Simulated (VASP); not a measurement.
# Al (Fm-3m) in VASP: further runs

Runs on Al. Level: PBE. Tasks: single point.

All numbers are computed with VASP 6.6.1; they aren't measurements. Logs are shortened: lines on timing, memory, paths and dates and some standing lists are left out, and cuts for length are marked.

## Step 1: The cell of the first run

Symmetry: Fm-3m, No. 225, cubic system. The conventional cell has a = 3.958 Å, b = 3.958 Å, c = 3.958 Å, α = 90.00°, β = 90.00°, γ = 90.00°. Within 3.7 Å of Al (site symmetry m-3m) lie 12 Al at 2.80 Å.

## Step 2: Single point, PBE

Contents of INCAR:

```
SYSTEM = Al
PREC     = Accurate       ! precision mode
ENCUT    = 500            ! plane-wave cutoff, eV
EDIFF    = 1E-6           ! SCF threshold, eV
ISMEAR   = -1             ! smearing method
SIGMA    = 0.06122561905347299 ! smearing width, eV
LREAL    = .FALSE.        ! projectors in reciprocal space
LASPH    = .TRUE.         ! aspherical terms in the spheres
NELM     = 120            ! most SCF steps
ALGO     = Normal         ! electronic algorithm
ISIF     = 2              ! what is computed and relaxed
LWAVE    = .FALSE.        ! write WAVECAR
LCHARG   = .TRUE.         ! write CHGCAR
GGA      = PE             ! functional
LELF     = .TRUE.         ! ELF
LVHAR    = .TRUE.       
NBANDS   = 8              ! bands
GGA_COMPAT= .FALSE.
```

Contents of KPOINTS:

```
regular mesh
0
G
  46 46 46
  0 0 0
```

Contents of POSCAR:

```
Al
1.0
    0.0000000000      1.9789706643      1.9789706643
    1.9789706643      0.0000000000      1.9789706643
    1.9789706643      1.9789706643      0.0000000000
Al
1
Direct
    0.0000000000      0.0000000000      0.0000000000
```

Potentials or basis: VASP PAW PBE potentials, release 64 (Al).

Run with:

```sh
$ cat potpaw_PBE.64/Al/POTCAR > POTCAR
$ mpirun -np 1 vasp_std > vasp.out
```

OUTCAR:

```text
SYSTEM = Al
   PREC = Accurate
   ENCUT = 500
   EDIFF = 1E-6
   ISMEAR = -1
   LREAL = .FALSE.
   LASPH = .TRUE.
   NELM = 120
   ISIF = 2
   GGA = PE

 ion  position               nearest neighbor table
   1  0.000  0.000  0.000-

  LATTYP: Found a face centered cubic cell.
 ALAT       =     3.9579413286

  Lattice vectors:

 A1 = (   0.0000000000,   1.9789706643,   1.9789706643)
 A2 = (   1.9789706643,   0.0000000000,   1.9789706643)
 A3 = (   1.9789706643,   1.9789706643,   0.0000000000)

Analysis of symmetry for initial positions (statically):
=====================================================================
 Subroutine PRICEL returns:
 Original cell was already a primitive cell.

 Routine SETGRP: Setting up the symmetry group for a
 face centered cubic supercell.

 Subroutine GETGRP returns: Found 48 space group operations
 (whereof 48 operations were pure point group operations)
 out of a pool of 48 trial point group operations.

The static configuration has the point symmetry O_h .

Analysis of symmetry for dynamics (positions and initial velocities):
=====================================================================
 Subroutine PRICEL returns:
 Original cell was already a primitive cell.

 Routine SETGRP: Setting up the symmetry group for a
 face centered cubic supercell.

 Subroutine GETGRP returns: Found 48 space group operations
 (whereof 48 operations were pure point group operations)
 out of a pool of 48 trial point group operations.

The dynamic configuration has the point symmetry O_h .

 Subroutine INISYM returns: Found 48 space group operations
 (whereof 48 operations are pure point group operations),
 and found     1 'primitive' translations

----------------------------------------------------------------------------------------

                                     Primitive cell

  volume of cell :      15.5006

  direct lattice vectors                    reciprocal lattice vectors
     0.000000000  1.978970664  1.978970664    -0.252656600  0.252656600  0.252656600
     1.978970664  0.000000000  1.978970664     0.252656600 -0.252656600  0.252656600
     1.978970664  1.978970664  0.000000000     0.252656600  0.252656600 -0.252656600

  length of vectors
     2.798687153  2.798687153  2.798687153     0.437614068  0.437614068  0.437614068

  position of ions in fractional coordinates (direct lattice)
     0.000000000  0.000000000  0.000000000

  ion indices of the primitive-cell ions
   primitive index   ion index
                 1           1

----------------------------------------------------------------------------------------

 KPOINTS: regular mesh

Automatic generation of k-mesh.
 Grid dimensions read from file:
 generate k-points for:   46   46   46

 Generating k-lattice:

  Cartesian coordinates                     Fractional coordinates (reciprocal lattice)
    -0.005492535  0.005492535  0.005492535     0.021739130  0.000000000  0.000000000
     0.005492535 -0.005492535  0.005492535     0.000000000  0.021739130  0.000000000
     0.005492535  0.005492535 -0.005492535     0.000000000  0.000000000  0.021739130

  Length of vectors
     0.009513349  0.009513349  0.009513349

  Shift w.r.t. Gamma in fractional coordinates (k-lattice)
     0.000000000  0.000000000  0.000000000

 Subroutine IBZKPT returns following result:
 ===========================================

 Found   2456 irreducible k-points:

 Following reciprocal coordinates:
            Coordinates               Weight
  0.000000  0.000000  0.000000      1.000000
  0.021739  0.000000  0.000000      8.000000
  0.043478  0.000000  0.000000      8.000000
  0.065217  0.000000  0.000000      8.000000
  0.086957  0.000000  0.000000      8.000000
  0.108696  0.000000  0.000000      8.000000
[... 16 lines left out ...]
  0.478261  0.000000  0.000000      8.000000
  0.500000  0.000000  0.000000      4.000000
 [... further k-points ...]
   k-points           NKPTS =   2456   k-points in BZ     NKDIM =   2456   number of bands    NBANDS=      8
   number of dos      NEDOS =    301   number of ions     NIONS =      1
   total plane-waves  NPLWV =   8000
   dimension x,y,z NGX =    20 NGY =   20 NGZ =   20
   dimension x,y,z NGXF=    40 NGYF=   40 NGZF=   40
   ions per type =               1
   NGX,Y,Z   is equivalent  to a cutoff of  11.88, 11.88, 11.88 a.u.
   NGXF,Y,Z  is equivalent  to a cutoff of  23.76, 23.76, 23.76 a.u.
 SYSTEM =  Al
   PREC   = accura    normal or accurate (medium, high low for compatibility)
   ISTART =      0    job   : 0-new  1-cont  2-samecut
   ICHARG =      2    charge: 1-file 2-atom 10-const
   ISPIN  =      1    spin polarized calculation?
   LNONCOLLINEAR =      F non collinear calculations
   LSORBIT =      F    spin-orbit coupling
   LASPH  =      T    aspherical Exc in radial PAW
   ENCUT  =  500.0 eV  36.75 Ry    6.06 a.u.   5.10  5.10  5.10*2*pi/ulx,y,z
   NELM   =    120;   NELMIN=  2; NELMDL= -5     # of ELM steps
   EDIFF  = 0.1E-05   stopping-criterion for ELM
   LREAL  =      F    real-space projection
   EDIFFG = 0.1E-04   stopping-criterion for IOM
   NSW    =      0    number of steps for IOM
   IBRION =     -1    ionic relax: 0-MD 1-quasi-New 2-CG
   NFREE  =      0    steps in history (QN), initial steepest desc. (CG)
   ISIF   =      2    stress and relaxation
   ISYM   =      2    0-nonsym 1-usesym 2-fastsym
   POTIM  = 0.5000    time-step for ionic-motion
   TEBEG  =    0.0;   TEEND  =   0.0 temperature during run
   PSTRESS=    0.0 pullay stress
   NELECT =       3.0000    total number of electrons
   NUPDOWN=      -1.0000    fix difference up-down
   EMIN   =  10.00;   EMAX   =-10.00  energy-range for DOS
   EFERMI =   0.00;   METHOD = LEGACY
   ISMEAR =    -1;   SIGMA  =   0.06  broadening in eV -4-tet -1-fermi 0-gaus
   EFERMI_NEDOS =   21; number of points for ismear=-14 and -15
   IALGO  =     38    algorithm
   IMIX   =      4    mixing-type and parameters
     AMIX     =   0.40;   BMIX     =  1.00
     AMIX_MAG =   1.60;   BMIX_MAG =  1.00
  volume/ion in A,a.u.               =      15.50       104.60
  Fermi-wavevector in a.u.,A,eV,Ry     =   0.946962  1.789499 12.200848  0.896737
  Thomas-Fermi vector in A             =   2.075010
   LORBIT       =      0    0 simple, 1 ext, 2 COOP (PROOUT), +10 PAW based schemes
   GGA     = PE    functional components
   LHFCALC =     F    Hartree Fock is set to
   AEXX    =    0.0000 exact exchange contribution
   IVDW    =     0    specifies the selected vdW correction
   LEPSILON=     F    determine dielectric tensor
   LRPA    =     F    only Hartree local field effects (RPA)
 non-spin polarized calculation
  energy-cutoff  :      500.00
  volume of cell :       15.50
 maximum number of plane-waves:       411
   NGX = 11   NGY = 11   NGZ = 11

 number of electron       3.0000000 magnetization

 Free energy of the ion-electron system (eV)
  ---------------------------------------------------
  ext. energy  EPLUGINS =         0.00000000
  ---------------------------------------------------
  free energy    TOTEN  =        -3.73253078 eV

  energy without entropy =       -3.72779344  energy(sigma->0) =       -3.73016211

 E-fermi :   8.6783     XC(G=0): -10.4247

 val. band max:        8.6778616407   @ k =  -0.3696   0.3913   0.0652
 cond. band min:       8.6805651259   @ k =  -0.4130   0.4348   0.1087
 fundamental gap:      0.0027034851
 Fermi energy:         8.6782957994

 k-point     1 :       0.0000    0.0000    0.0000
  band No.  band energies     occupation
      1      -2.9057      2.00000
      2      21.6394      0.00000
      3      21.6394      0.00000
      4      21.6394      0.00000
      5      23.6177      0.00000
      6      23.6177      0.00000
      7      23.6177      0.00000
      8      25.5939      0.00000

 k-point     2 :       0.0217    0.0000    0.0000
  band No.  band energies     occupation
      1      -2.8923      2.00000
      2      21.3182      0.00000
      3      21.5926      0.00000
      4      21.5926      0.00000
      5      23.6860      0.00000
      6      23.6860      0.00000
      7      23.7826      0.00000
      8      25.7402      0.00000

 k-point     3 :       0.0435    0.0000    0.0000
  band No.  band energies     occupation
      1      -2.8521      2.00000
      2      20.6108      0.00000
      3      21.4688      0.00000
      4      21.4688      0.00000
      5      23.8740      0.00000
      6      23.8740      0.00000
      7      24.0140      0.00000
      8      26.1869      0.00000

 k-point     4 :       0.0652    0.0000    0.0000
  band No.  band energies     occupation
      1      -2.7851      2.00000
      2      19.7678      0.00000
      3      21.3003      0.00000
      4      21.3003      0.00000
      5      24.1222      0.00000
      6      24.1484      0.00000
      7      24.1484      0.00000
      8      26.8749      0.00000

 k-point     5 :       0.0870    0.0000    0.0000
  band No.  band energies     occupation
      1      -2.6915      2.00000
      2      18.8759      0.00000
      3      21.1136      0.00000
      4      21.1136      0.00000
      5      24.1331      0.00000
      6      24.4800      0.00000
      7      24.4800      0.00000
      8      27.6870      0.00000

 k-point     6 :       0.1087    0.0000    0.0000
  band No.  band energies     occupation
      1      -2.5712      2.00000
      2      17.9671      0.00000
      3      20.9249      0.00000
      4      20.9249      0.00000
      5      24.0915      0.00000
      6      24.8461      0.00000
      7      24.8461      0.00000
      8      27.2440      0.00000

 k-point     7 :       0.1304    0.0000    0.0000
  band No.  band energies     occupation
      1      -2.4243      2.00000
      2      17.0561      0.00000
      3      20.7434      0.00000
      4      20.7434      0.00000
      5      24.0230      0.00000
      6      25.2161      0.00000
      7      25.2161      0.00000
      8      26.8226      0.00000
[... 133 lines left out ...]
 k-point    20 :       0.4130    0.0000    0.0000
  band No.  band energies     occupation
      1       1.8435      2.00000
      2       6.5537      2.00000
      3      20.0501      0.00000
      4      20.0501      0.00000
      5      21.4894      0.00000
      6      21.4894      0.00000
      7      23.8069      0.00000
      8      25.5460      0.00000

 k-point    21 :       0.4348    0.0000    0.0000
  band No.  band energies     occupation
      1       2.3454      2.00000
      2       5.8887      2.00000
      3      20.1407      0.00000
      4      20.1407      0.00000
      5      21.2434      0.00000
      6      21.2434      0.00000
      7      23.9164      0.00000
      8      25.2776      0.00000

 k-point    22 :       0.4565    0.0000    0.0000
  band No.  band energies     occupation
      1       2.8688      2.00000
      2       5.2488      2.00000
      3      20.2475      0.00000
      4      20.2475      0.00000
      5      21.0253      0.00000
      6      21.0253      0.00000
      7      24.0376      0.00000
      8      25.0424      0.00000

 k-point    23 :       0.4783    0.0000    0.0000
  band No.  band energies     occupation
      1       3.4065      2.00000
      2       4.6412      2.00000
      3      20.3589      0.00000
      4      20.3589      0.00000
      5      20.8471      0.00000
      6      20.8471      0.00000
      7      24.1518      0.00000
      8      24.8595      0.00000

 k-point    24 :       0.5000    0.0000    0.0000
  band No.  band energies     occupation
      1       3.8226      2.00000
      2       4.2018      2.00000
      3      20.4215      0.00000
      4      20.4215      0.00000
      5      20.7623      0.00000
      6      20.7623      0.00000
      7      24.2066      0.00000
      8      24.7818      0.00000

 [... further k-points ...]

------------------------ aborting loop because EDIFF is reached ----------------------------------------

  FORCE on cell =-STRESS in cart. coord.  units (eV):
  Direction    XX          YY          ZZ          XY          YZ          ZX
  --------------------------------------------------------------------------------------
  -------------------------------------------------------------------------------------
  Total        0.5343348      0.5343348      0.5343348      0.0000000     -0.0000000      0.0000000
  in kB       55.2301216     55.2301216     55.2301216      0.0000000     -0.0000000      0.0000000
  external PRESSURE =      55.2301216 kB  Pullay stress =       0.0000000 kB

 VOLUME and BASIS-vectors are now :
 -----------------------------------------------------------------------------
  energy-cutoff  :      500.00
  volume of cell :       15.50
      direct lattice vectors                 reciprocal lattice vectors
     0.000000000  1.978970664  1.978970664    -0.252656600  0.252656600  0.252656600
     1.978970664  0.000000000  1.978970664     0.252656600 -0.252656600  0.252656600
     1.978970664  1.978970664  0.000000000     0.252656600  0.252656600 -0.252656600

 POSITION                                       TOTAL-FORCE (eV/Angst)
 -----------------------------------------------------------------------------------
      0.00000      0.00000      0.00000        -0.000000      0.000000      0.000000
 -----------------------------------------------------------------------------------
    total drift:                                0.000000      0.000000     -0.000000

  FREE ENERGIE OF THE ION-ELECTRON SYSTEM (eV)
  ---------------------------------------------------
  free  energy   TOTEN  =        -3.7325307837 eV

  energy  without entropy=       -3.7277934358  energy(sigma->0) =       -3.73016211
```

Run time: 4.3 min. Hardware: 1 thread of Intel Xeon 8259CL, shared host; peak memory 0.34 GiB.

What came out:

- Free energy: -3.7325 eV
- Pressure: 5.5 GPa
- Band gap on the k mesh: zero (an odd number of electrons rules out a gap without spin polarisation)

Caveat: the cell stands under pressure.

## Step 3: Single point, PBE

This run uses another cell than the first one, of 16.16 Å³/atom.

Contents of INCAR:

```
PREC = Accurate
ENCUT = 500
EDIFF = 1E-6
ISMEAR = -1
SIGMA = 0.06122561905347299
LREAL = F
LASPH = T
NELM = 120
ALGO = Normal
ISIF = 2
LWAVE = F
LCHARG = T
GGA = PE
LELF = T
LVHAR = T
NBANDS = 8
GGA_COMPAT = F
```

Contents of KPOINTS:

```
Automatic mesh
0
Gamma
  46 46 46
```

Contents of POSCAR:

```
Al
1.0
    0.0000000000      2.0066521608      2.0066521608
    2.0066521608      0.0000000000      2.0066521608
    2.0066521608      2.0066521608      0.0000000000
Al
1
Direct
    0.0000000000      0.0000000000      0.0000000000
```

Potentials or basis: VASP PAW PBE potentials, release 64 (Al).

Run with:

```sh
$ cat potpaw_PBE.64/Al/POTCAR > POTCAR
$ mpirun -np 1 vasp_std > vasp.out
```

Run time: 5.2 min. Hardware: 1 thread of Intel Xeon 8259CL, shared host; peak memory 0.36 GiB.

It converged, with:

```yaml
Free_energy: -3.7470 eV
Pressure: 1.6 GPa
Band_gap_on_the_k_mesh: zero (an odd number of electrons rules out a gap without spin polarisation)
```

Levels at points of the mesh, in eV from the Fermi level:
```tsv
k point	band 1	band 2	band 3	band 4	band 5
(0.00, 0.00, 0.00)	-11.29	12.73	12.73	12.73	14.38
(0.50, 0.00, 0.00)	-4.68	-4.42	11.55	11.55	11.63
(0.50, 0.50, 0.00)	-2.98	-1.61	5.25	5.68	5.68
```

## Step 4: Single point, PBE

This run uses another cell than the first one, of 16.49 Å³/atom.

Contents of INCAR:

```
SYSTEM = Al
  PREC = Accurate
  ENCUT = 500
  EDIFF = 1E-6
  ISMEAR = -1
  SIGMA = 0.06122561905347299
  LREAL = .False.
  LASPH = .True.
  NELM = 120
  ALGO = Normal
  ISIF = 2
  LWAVE = .False.
  LCHARG = .True.
  GGA = PE
  LELF = .True.
  LVHAR = .True.
  NBANDS = 8
  GGA_COMPAT = .False.
```

Contents of KPOINTS:

```
Automatic mesh
0
Gamma
  46 46 46
  0 0 0
```

Contents of POSCAR:

```
Al
1.0
    0.0000000000      2.0202110327      2.0202110327
    2.0202110327      0.0000000000      2.0202110327
    2.0202110327      2.0202110327      0.0000000000
Al
1
Direct
    0.0000000000      0.0000000000      0.0000000000
```

Run with:

```sh
$ cat potpaw_PBE.64/Al/POTCAR > POTCAR
$ mpirun -np 1 vasp_std > vasp.out
```

It took 4.9 min on 1 thread of Intel Xeon 8259CL, shared host; peak memory 0.37 GiB.

The run converged. Its results:

```
Free energy            : -3.7486 eV
Pressure               : 0.0 GPa
Band gap on the k mesh : zero (an odd number of electrons rules out a gap without spin polarisation)
```

Levels at points of the mesh, in eV from the Fermi level:
```csv
k point,band 1,band 2,band 3,band 4,band 5,band 6
"(0.00, 0.00, 0.00)",-11.15,12.62,12.62,12.62,14.11,14.11
"(0.50, 0.00, 0.00)",-4.60,-4.39,11.41,11.41,11.46,11.46
"(0.50, 0.50, 0.00)",-2.93,-1.61,5.25,5.59,5.59,9.07
```

## Step 5: The runs side by side

| cell | gap on the mesh (eV) | pressure (GPa) |
| --- | --- | --- |
| a = 2.799 Å, angles 60.0°, 1 atom | none | 5.5 |
| a = 2.838 Å, angles 60.0°, 1 atom | none | 1.6 |
| a = 2.857 Å, angles 60.0°, 1 atom | none | 0.0 |

Alike in all rows: task single point; level PBE; potentials or basis VASP PAW PBE potentials, release 64 (Al); no spin polarisation; k mesh 46 × 46 × 46; cutoff (eV) 500; smearing fermi-dirac 0.0612256 eV.

Caveats: the cell stands under pressure (at least some runs).

Total energies depend on the potentials used, so only differences within one code and one set of settings carry meaning.
